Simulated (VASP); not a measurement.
# Al3Si8N3 in VASP: a series of runs

The runs below take Al3Si8N3 through single point, with PBE.

Everything below comes from runs of VASP 6.6.1. Logs are shortened: lines on timing, memory, paths and dates and some standing lists are left out, and cuts for length are marked.

### Step 1. The cell of the first run

The cell holds a disordered packing, 14 atoms: a = 5.779 Å, b = 5.948 Å, c = 6.533 Å, α = 88.72°, β = 94.71°, γ = 91.30°.

### Step 2. Single point, PBE

Input file INCAR:

```
SYSTEM = Al3Si8N3
PREC = Accurate ; ENCUT = 520
EDIFF = 1E-6 ; ISMEAR = -1
SIGMA = 0.1379 ; LREAL = .FALSE.
LASPH = .TRUE. ; NELM = 120
ALGO = Normal ; ISIF = 2
LWAVE = .FALSE. ; LCHARG = .TRUE.
GGA = PE ; LELF = .TRUE.
LVHAR = .TRUE. ; NBANDS = 41
ISYM = -1 ; GGA_COMPAT = .FALSE.
```

Input file KPOINTS:

```
explicit points
1
Reciprocal
  0.25000000   0.25000000   0.25000000 1
```

Input file POSCAR:

```
Al3Si8N3
1.0
    5.7732050000     -0.0648510000     -0.2515370000
   -0.0648510000      5.9471390000      0.0684970000
   -0.2515370000      0.0684970000      6.5273540000
Al N Si
3 3 8
Direct
    0.4970150507      0.7296994042      0.0826917699
    0.2079664090      0.0081419782      0.3061207567
    0.2032442665     -0.1216512072      0.7853954598
    0.9828457229      0.3604483123      0.1047098773
    0.4260147293      0.4457876710      0.0508378049
    0.2737311045      0.9328808440      0.0568446206
    0.9729626266      0.1792651889      0.6563733134
    0.9880443676      0.5604573026      0.3272578862
    0.6802205392      0.9413055763      0.7153580188
    0.1974471071      0.3052009475      0.9651106564
    0.7523291585      0.8883654830      0.3374496387
    0.3636107771      0.6187929410      0.5051154118
    0.6534930657      0.2204374648      0.0539795115
    0.5174808357      0.2362638415      0.5116464057
```

Potentials or basis: VASP PAW PBE potentials, release 64 (Al, N, Si).

Command:

```sh
> cat potpaw_PBE.64/Al/POTCAR potpaw_PBE.64/N/POTCAR potpaw_PBE.64/Si/POTCAR > POTCAR
> mpirun -np 1 vasp_std > vasp.out
```

OUTCAR:

```text
SYSTEM = Al3Si8N3
   PREC = Accurate
   ENCUT = 520
   EDIFF = 1E-6
   ISMEAR = -1
   LREAL = .FALSE.
   LASPH = .TRUE.
   NELM = 120
   ISIF = 2
   GGA = PE
   ISYM = -1

 ion  position               nearest neighbor table
   1  0.497  0.730  0.083-   5 1.74   6 1.78  11 2.33   3 2.62   2 2.88   9 2.95  12 2.98  13 3.04
                            10 3.10  13 3.19
   2  0.208  0.008  0.306-   6 1.77  14 2.53  11 2.73  12 2.76  10 2.81   1 2.88   8 2.93   7 2.97
                             3 3.21  11 3.23
   3  0.203  0.878  0.785-   6 1.82   7 2.35   1 2.62  12 2.66  10 2.82   9 2.85   9 3.05   2 3.21

   4  0.983  0.360  0.105-  10 1.64   8 1.90  13 2.06
   5  0.426  0.446  0.051-  10 1.61   1 1.74  13 1.90
   6  0.274  0.933  0.057-   2 1.77   1 1.78   3 1.82  10 2.32
   7  0.973  0.179  0.656-   9 2.23   3 2.35  10 2.43  14 2.75  11 2.93   2 2.97   8 3.09
   8  0.988  0.560  0.327-   4 1.90  12 2.40  11 2.41   2 2.93   7 3.09
   9  0.680  0.941  0.715-   7 2.23  14 2.34  11 2.56  13 2.81   3 2.85  12 2.91   1 2.95   3 3.05

  10  0.197  0.305  0.965-   5 1.61   4 1.64   6 2.32   7 2.43  13 2.71   2 2.81   3 2.82   1 3.10

  11  0.752  0.888  0.337-   1 2.33   8 2.41   9 2.56  13 2.71   2 2.73  14 2.81   7 2.93  12 3.00
                             2 3.23
  12  0.364  0.619  0.505-   8 2.40  14 2.46   3 2.66   2 2.76   9 2.91   1 2.98  11 3.00
  13  0.653  0.220  0.054-   5 1.90   4 2.06  10 2.71  11 2.71   9 2.81   1 3.04   1 3.19
  14  0.517  0.236  0.512-   9 2.34  12 2.46   2 2.53   7 2.75  11 2.81

IMPORTANT INFORMATION: All symmetrisations will be switched off!
NOSYMM: (Re-)initialisation of all symmetry stuff for point group C_1.

----------------------------------------------------------------------------------------

                                     Primitive cell

  volume of cell :     223.6819

  direct lattice vectors                    reciprocal lattice vectors
     5.773205000 -0.064851000 -0.251537000     0.173524922  0.001815417  0.006667876
    -0.064851000  5.947139000  0.068497000     0.001815417  0.168187398 -0.001694973
    -0.251537000  0.068497000  6.527354000     0.006667876 -0.001694973  0.153476174

  length of vectors
     5.779045984  5.947887001  6.532557917     0.173662474  0.168205735  0.153630301

  position of ions in fractional coordinates (direct lattice)
     0.497015051  0.729699404  0.082691770
     0.207966409  0.008141978  0.306120757
     0.203244267  0.878348793  0.785395460
     0.982845723  0.360448312  0.104709877
     0.426014729  0.445787671  0.050837805
     0.273731105  0.932880844  0.056844621
     0.972962627  0.179265189  0.656373313
     0.988044368  0.560457303  0.327257886
     0.680220539  0.941305576  0.715358019
     0.197447107  0.305200947  0.965110656
     0.752329158  0.888365483  0.337449639
     0.363610777  0.618792941  0.505115412
     0.653493066  0.220437465  0.053979512
     0.517480836  0.236263841  0.511646406

  ion indices of the primitive-cell ions
   primitive index   ion index
                 1           1
                 2           2
                 3           3
                 4           4
                 5           5
                 6           6
                 7           7
                 8           8
                 9           9
                10          10
                11          11
                12          12
                13          13
                14          14

----------------------------------------------------------------------------------------

 KPOINTS: explicit points

Read explicit list of k-points.

 Found      1 k-points:

 Following reciprocal coordinates:
            Coordinates               Weight
  0.250000  0.250000  0.250000      1.000000
   k-points           NKPTS =      1   k-points in BZ     NKDIM =      1   number of bands    NBANDS=     41
   number of dos      NEDOS =    301   number of ions     NIONS =     14
   total plane-waves  NPLWV = 115200
   dimension x,y,z NGX =    48 NGY =   48 NGZ =   50
   dimension x,y,z NGXF=    96 NGYF=   96 NGZF=  100
   ions per type =               3   3   8
   NGX,Y,Z   is equivalent  to a cutoff of  13.81, 13.42, 12.72 a.u.
   NGXF,Y,Z  is equivalent  to a cutoff of  27.62, 26.83, 25.45 a.u.
 SYSTEM =  Al3Si8N3
   PREC   = accura    normal or accurate (medium, high low for compatibility)
   ISTART =      0    job   : 0-new  1-cont  2-samecut
   ICHARG =      2    charge: 1-file 2-atom 10-const
   ISPIN  =      1    spin polarized calculation?
   LNONCOLLINEAR =      F non collinear calculations
   LSORBIT =      F    spin-orbit coupling
   LASPH  =      T    aspherical Exc in radial PAW
   ENCUT  =  520.0 eV  38.22 Ry    6.18 a.u.  10.75 11.06 12.15*2*pi/ulx,y,z
   NELM   =    120;   NELMIN=  2; NELMDL= -5     # of ELM steps
   EDIFF  = 0.1E-05   stopping-criterion for ELM
   LREAL  =      F    real-space projection
   EDIFFG = 0.1E-04   stopping-criterion for IOM
   NSW    =      0    number of steps for IOM
   IBRION =     -1    ionic relax: 0-MD 1-quasi-New 2-CG
   NFREE  =      0    steps in history (QN), initial steepest desc. (CG)
   ISIF   =      2    stress and relaxation
   ISYM   =     -1    0-nonsym 1-usesym 2-fastsym
   POTIM  = 0.5000    time-step for ionic-motion
   TEBEG  =    0.0;   TEEND  =   0.0 temperature during run
   PSTRESS=    0.0 pullay stress
   NELECT =      56.0000    total number of electrons
   NUPDOWN=      -1.0000    fix difference up-down
   EMIN   =  10.00;   EMAX   =-10.00  energy-range for DOS
   EFERMI =   0.00;   METHOD = LEGACY
   ISMEAR =    -1;   SIGMA  =   0.14  broadening in eV -4-tet -1-fermi 0-gaus
   EFERMI_NEDOS =   21; number of points for ismear=-14 and -15
   IALGO  =     38    algorithm
   IMIX   =      4    mixing-type and parameters
     AMIX     =   0.40;   BMIX     =  1.00
     AMIX_MAG =   1.60;   BMIX_MAG =  1.00
  volume/ion in A,a.u.               =      15.98       107.82
  Fermi-wavevector in a.u.,A,eV,Ry     =   1.031796  1.949812 14.484805  1.064603
  Thomas-Fermi vector in A             =   2.165962
   LORBIT       =      0    0 simple, 1 ext, 2 COOP (PROOUT), +10 PAW based schemes
   GGA     = PE    functional components
   LHFCALC =     F    Hartree Fock is set to
   AEXX    =    0.0000 exact exchange contribution
   IVDW    =     0    specifies the selected vdW correction
   LEPSILON=     F    determine dielectric tensor
   LRPA    =     F    only Hartree local field effects (RPA)
 non-spin polarized calculation
  energy-cutoff  :      520.00
  volume of cell :      223.68
 maximum number of plane-waves:      6017
 NGX is ok and might be reduce to    42
   NGX = 21   NGY = 23   NGZ = 25

 number of electron      56.0000000 magnetization

 Free energy of the ion-electron system (eV)
  ---------------------------------------------------
  ext. energy  EPLUGINS =         0.00000000
  ---------------------------------------------------
  free energy    TOTEN  =       -76.94251640 eV

  energy without entropy =      -76.76780468  energy(sigma->0) =      -76.85516054

 E-fermi :   6.9820     XC(G=0):  -9.9663

 val. band max:        6.6625737381   @ k =   0.2500   0.2500   0.2500
 cond. band min:       7.3075657624   @ k =   0.2500   0.2500   0.2500
 fundamental gap:      0.6449920242
 Fermi energy:         6.9820207521

 k-point     1 :       0.2500    0.2500    0.2500
  band No.  band energies     occupation
      1     -10.4847      2.00000
      2      -9.1942      2.00000
      3      -8.9903      2.00000
      4      -4.7927      2.00000
      5      -2.9733      2.00000
      6      -2.4670      2.00000
      7      -2.1506      2.00000
      8      -1.6309      2.00000
      9      -1.0138      2.00000
     10      -0.6333      2.00000
     11      -0.0931      2.00000
     12       0.2336      2.00000
     13       1.0808      2.00000
     14       1.4177      2.00000
     15       1.9344      2.00000
     16       2.2379      2.00000
     17       2.2658      2.00000
     18       2.6876      2.00000
     19       3.0832      2.00000
     20       3.3807      2.00000
     21       3.5491      2.00000
     22       3.9148      2.00000
     23       4.4339      2.00000
     24       4.8233      2.00000
     25       5.2368      1.99999
     26       5.5310      1.99995
     27       6.0174      1.99817
     28       6.6626      1.82047
     29       7.3076      0.17243
     30       7.7374      0.00832
     31       8.1084      0.00057
     32       8.3516      0.00010
     33       8.9005      0.00000
     34       9.1457      0.00000
     35       9.3369      0.00000
     36       9.8737      0.00000
     37       9.9925      0.00000
     38      10.3112      0.00000
     39      10.5556      0.00000
     40      10.8839      0.00000
 [bands above 40 left out]

------------------------ aborting loop because EDIFF is reached ----------------------------------------

  FORCE on cell =-STRESS in cart. coord.  units (eV):
  Direction    XX          YY          ZZ          XY          YZ          ZX
  --------------------------------------------------------------------------------------
  -------------------------------------------------------------------------------------
  Total        2.6760099      0.4051673      8.8142337     -3.5430387     -0.4000313      4.7786451
  in kB       19.1675847      2.9021117     63.1341359    -25.3778935     -2.8653231     34.2282312
  external PRESSURE =      28.4012774 kB  Pullay stress =       0.0000000 kB

 VOLUME and BASIS-vectors are now :
 -----------------------------------------------------------------------------
  energy-cutoff  :      520.00
  volume of cell :      223.68
      direct lattice vectors                 reciprocal lattice vectors
     5.773205000 -0.064851000 -0.251537000     0.173524922  0.001815417  0.006667876
    -0.064851000  5.947139000  0.068497000     0.001815417  0.168187398 -0.001694973
    -0.251537000  0.068497000  6.527354000     0.006667876 -0.001694973  0.153476174

 POSITION                                       TOTAL-FORCE (eV/Angst)
 -----------------------------------------------------------------------------------
      2.80125      4.31306      0.46472         2.165326      0.460754     -0.302104
      1.12310      0.05590      1.94641        -1.180491      0.276795      1.869769
      0.91885      5.26428      5.13560         0.159723     -0.500411     -1.504241
      5.62446      2.08707      0.46095        -3.742702      1.393952      3.047400
      2.41777      2.62702      0.25521         3.037288     -1.622904      0.025380
      1.50551      5.53411      0.36609        -1.218401      1.017430     -1.442487
      5.44038      1.04798      4.05192         1.831986      1.928899     -0.687960
      5.58552      3.29146      1.92599        -0.161714     -1.533107     -0.354262
      3.68607      5.60296      4.56277        -0.784357     -1.010766      2.209065
      0.87735      1.86838      6.27086        -2.248388     -1.638228     -2.692970
      4.20086      5.25756      2.07426         1.167406      0.003860      0.393938
      1.93202      3.69107      3.24799        -0.664589     -0.158063      0.439435
      3.74488      1.27229      0.20307         2.121524      0.872451      0.568933
      2.84350      1.40658      3.22572        -0.482609      0.509337     -1.569896
 -----------------------------------------------------------------------------------
    total drift:                                0.000095      0.000611      0.000355

  FREE ENERGIE OF THE ION-ELECTRON SYSTEM (eV)
  ---------------------------------------------------
  free  energy   TOTEN  =       -76.9425164035 eV

  energy  without entropy=      -76.7678046809  energy(sigma->0) =      -76.85516054
```

It took 55 s on 1 thread of AMD EPYC 7R43 (Zen 3), shared host; peak memory 0.28 GiB.

What came out:

| Property | Result |
| --- | --- |
| Free energy | -76.9425 eV |
| Pressure | 2.8 GPa |
| Largest force | 5.024 eV/Å |

Forces on the atoms (eV/Å):
```
Al   2.165  0.461 -0.302
Al  -1.180  0.277  1.870
Al   0.160 -0.500 -1.504
N   -3.743  1.394  3.047
N    3.037 -1.623  0.025
N   -1.218  1.017 -1.442
Si   1.832  1.929 -0.688
Si  -0.162 -1.533 -0.354
Si  -0.784 -1.011  2.209
Si  -2.248 -1.638 -2.693
Si   1.167  0.004  0.394
Si  -0.665 -0.158  0.439
Si   2.122  0.872  0.569
Si  -0.483  0.509 -1.570
```

Stress tensor (GPa, compression positive):
```
 1.92 -2.54  3.42
-2.54  0.29 -0.29
 3.42 -0.29  6.31
```

Caveat: the atoms stand as in a frame of molecular dynamics.

### Step 3. Single point, PBE

Input file INCAR:

```
SYSTEM = Al3Si8N3
PREC = Accurate ; ENCUT = 520
EDIFF = 1E-6 ; ISMEAR = -1
SIGMA = 0.1379 ; LREAL = .False.
LASPH = .True. ; NELM = 120
ALGO = Normal ; ISIF = 2
LWAVE = .False. ; LCHARG = .False.
GGA = PE ; NBANDS = 41
ISYM = -1 ; GGA_COMPAT = .False.
```

KPOINTS is that of step 2.

Input file POSCAR:

```
Al3Si8N3
1.0
    5.7732050000     -0.0648510000     -0.2515370000
   -0.0648510000      5.9471390000      0.0684970000
   -0.2515370000      0.0684970000      6.5273540000
Al N Si
3 3 8
Direct
    0.5031519741      0.6377848837      0.1000270534
    0.1757078259     -0.0486233403      0.3340962620
    0.2336183333     -0.2004159810      0.7956710404
    0.9925362819      0.3715168822      0.0854990869
    0.4923106286      0.3038770006      0.0511712212
    0.2002356133      0.9154611692      0.0644941766
    1.0612897114      0.1661278413      0.6484712445
    0.9436874779      0.5297784591      0.3168305384
    0.7416698639      0.9153818458      0.7147606063
    0.2216188856      0.2082698668      0.9888952688
    0.7719475541      0.9190937049      0.2289378223
    0.3224500854      0.5374219989      0.5293499223
    0.7290459801      0.1759839012     -0.0231887731
    0.5953980984      0.2234566554      0.4664200135
```

Potentials or basis: VASP PAW PBE potentials, release 64 (Al, N, Si).

Command:

```sh
> cat potpaw_PBE.64/Al/POTCAR potpaw_PBE.64/N/POTCAR potpaw_PBE.64/Si/POTCAR > POTCAR
> mpirun -np 1 vasp_std > vasp.out
```

OUTCAR:

```text
SYSTEM = Al3Si8N3
   PREC = Accurate
   ENCUT = 520
   EDIFF = 1E-6
   ISMEAR = -1
   LREAL = .False.
   LASPH = .True.
   NELM = 120
   ISIF = 2
   GGA = PE
   ISYM = -1

 ion  position               nearest neighbor table
   1  0.503  0.638  0.100-   5 2.02  11 2.38   6 2.43   3 2.60   8 2.89  10 3.07  12 3.11   2 3.19
                            13 3.21
   2  0.176  0.951  0.334-   6 1.80  11 2.38   7 2.58  10 2.72   8 2.82  12 2.86  14 2.96   3 3.12
                             1 3.19
   3  0.234  0.800  0.796-   6 1.93  12 2.45   7 2.55   1 2.60  10 2.77   9 2.94   9 3.09   2 3.12

   4  0.993  0.372  0.085-  10 1.82   8 1.84  13 1.99
   5  0.492  0.304  0.051-  10 1.67  13 1.69   1 2.02
   6  0.200  0.915  0.064-   2 1.80  10 1.80   3 1.93   1 2.43
   7  0.061  0.166  0.648-  10 2.35   9 2.41   3 2.55   2 2.58  12 2.78  14 2.88  13 3.00   8 3.07

   8  0.944  0.530  0.317-   4 1.84  12 2.49  11 2.57   2 2.82   1 2.89  14 2.90   7 3.07
   9  0.742  0.915  0.715-  13 2.34   7 2.41  14 2.53   3 2.94   3 3.09
[... 187 lines left out ...]

  FORCE on cell =-STRESS in cart. coord.  units (eV):
  Direction    XX          YY          ZZ          XY          YZ          ZX
  --------------------------------------------------------------------------------------
  -------------------------------------------------------------------------------------
  Total       -3.3141417     -7.3435780     10.0752734     -4.8658125     -4.4464277      7.4386805
  in kB      -23.7383624    -52.6001992     72.1666455    -34.8525891    -31.8486416     53.2813950
  external PRESSURE =      -1.3906387 kB  Pullay stress =       0.0000000 kB

 VOLUME and BASIS-vectors are now :
 -----------------------------------------------------------------------------
  energy-cutoff  :      520.00
  volume of cell :      223.68
      direct lattice vectors                 reciprocal lattice vectors
     5.773205000 -0.064851000 -0.251537000     0.173524922  0.001815417  0.006667876
    -0.064851000  5.947139000  0.068497000     0.001815417  0.168187398 -0.001694973
    -0.251537000  0.068497000  6.527354000     0.006667876 -0.001694973  0.153476174

 POSITION                                       TOTAL-FORCE (eV/Angst)
 -----------------------------------------------------------------------------------
      2.83828      3.76722      0.57004        -0.416836     -1.255979      0.145886
      0.86866      5.66946      2.20173         1.295091     -0.579414      2.228000
      1.09673      4.79459      5.18963        -0.563686      0.538612     -0.207006
      5.68452      2.15095      0.33387        -0.741992     -0.709621     -0.138046
      2.80963      1.77878      0.23099        -0.394129      2.767887      0.319887
      1.08041      5.43581      0.43332         1.054240     -0.384299     -1.544168
      0.17995      1.02843      4.22876         0.006539      0.278690     -0.578162
      5.33405      3.11117      1.86698         0.182045     -1.344178     -0.330406
      4.04266      5.44476      4.54164        -0.476311      0.317334     -0.806477
      1.01720      1.29197      6.41339        -1.853270      0.206150     -0.408748
      4.33942      5.43160      1.36314        -0.857957     -0.957623      2.626480
      1.69357      3.21147      3.41096         0.025430     -0.233853     -0.924501
      3.95181      1.06623      6.20466         2.329145      1.496984     -0.277557
      3.30554      1.32226      2.91003         0.411691     -0.140690     -0.105180
 -----------------------------------------------------------------------------------
    total drift:                                0.000301      0.000919     -0.000200

  FREE ENERGIE OF THE ION-ELECTRON SYSTEM (eV)
  ---------------------------------------------------
  free  energy   TOTEN  =       -77.4097965631 eV

  energy  without entropy=      -77.2234945846  energy(sigma->0) =      -77.31664557
```

stdout:

```text
POSCAR found type information on POSCAR AlN Si
 POSCAR found :  3 types and      14 ions
 scaLAPACK will be used
 LDA part: xc-table for (Slater+PW92), standard interpolation
 POSCAR, INCAR and KPOINTS ok, starting setup
 FFT: planning ... GRIDC
 FFT: planning ... GRID_SOFT
 FFT: planning ... GRID
 WAVECAR not read
 entering main loop
```

Run time: 56 s. Hardware: 1 thread of AMD EPYC 7R43 (Zen 3), shared host; peak memory 0.29 GiB.

Results:

| Item | Value |
| --- | --- |
| Free energy | -77.4098 eV |
| Pressure | -0.1 GPa |
| Largest force | 2.924 eV/Å |

Forces in eV/Å, atoms in the order of the input:
```
Al  -0.417 -1.256  0.146
Al   1.295 -0.579  2.228
Al  -0.564  0.539 -0.207
N   -0.742 -0.710 -0.138
N   -0.394  2.768  0.320
N    1.054 -0.384 -1.544
Si   0.007  0.279 -0.578
Si   0.182 -1.344 -0.330
Si  -0.476  0.317 -0.806
Si  -1.853  0.206 -0.409
Si  -0.858 -0.958  2.626
Si   0.025 -0.234 -0.925
Si   2.329  1.497 -0.278
Si   0.412 -0.141 -0.105
```

Caveat: the atoms stand as in a frame of molecular dynamics.

(Continued in part 2 of 2.)
